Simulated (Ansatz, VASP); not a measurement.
One calculation of HfH2, two programs

The input INCAR:

```
ALGO = Normal
EDIFF = 1E-6
ENCUT = 520
GGA = PS
ISIF = 2
ISMEAR = 0
LASPH = T
LCHARG = F
LREAL = F
LWAVE = F
NBANDS = 13
NELM = 80
PREC = Accurate
SIGMA = 0.15
```

File KPOINTS:

```
k-points
0
Gamma
  20 20 20
```

The input POSCAR:

```
HfH2
1.0
   -1.7390000000      1.7390000000      2.1805000000
    1.7390000000     -1.7390000000      2.1805000000
    1.7390000000      1.7390000000     -2.1805000000
Hf H
1 2
Direct
    0.0000000000      0.0000000000      0.0000000000
    0.7270694795      0.2270694795      0.5000000000
    0.2270694795      0.7270694795      0.5000000000
```

Input for Ansatz:

```yaml
crystal:
  lattice:
    - [-1.739, 1.739, 2.1805]
    - [1.739, -1.739, 2.1805]
    - [1.739, 1.739, -2.1805]
  atoms:
    - { symbol: Hf, position: [0.0, 0.0, 0.0] }
    - { symbol: H, position: [0.7270694795, 0.2270694795, 0.5] }
    - { symbol: H, position: [0.2270694795, 0.7270694795, 0.5] }
basis:
  ecutwfc: 420
kpoints:
  mp_grid: { grid: [20, 20, 20] }
hamiltonian:
  xc: pbesol
scf:
  occupations: { method: gaussian, width: 0.15 }
output:
  forces: true
  stress: true
  eigenvalues: true
```

Change from the starting cell: all H atoms moved -0.100 Å, as atom 2 along Cartesian [0 0 1].

Alike in both runs: task single point; functional PBEsol; k mesh 20 × 20 × 20; occupations gaussian, width 0.15 eV; no spin polarisation.

|  | VASP | Ansatz |
| --- | --- | --- |
| version | VASP 6.6.1 | Ansatz 0.2.0 |
| potentials or method | VASP PAW PBE potentials, release 64 (Hf_pv, H), cutoff 520 eV | scalar-relativistic, plane waves, PAW |
| valence electrons in the cell | 12 | 28 |

|  | VASP | Ansatz | Ansatz less VASP |
| --- | --- | --- | --- |
| gap on the k mesh at the Fermi level (eV) | none | none | - |
| pressure (GPa) | -5.2 | -4.6 | +0.63 |
| traceless stress, the component that is largest in VASP (GPa) | -1.06 | -1.09 | -0.027 |
| rms of the force components (eV/Å) | 0.370 | 0.368 | -0.0020 |

VASP's potentials were made for PBE, not for PBEsol. Atom by atom the forces differ by 0.002 eV/Å (rms over components). A gap of «none» marks a metal or a gap that the smearing closes. With one functional, cell and mesh, what is left measures potentials, basis and numerics. VASP's potentials hold 12 valence electrons a cell and Ansatz's 28, so a difference there can come from the potentials and not from the codes.

Spin-orbit coupling is off throughout.
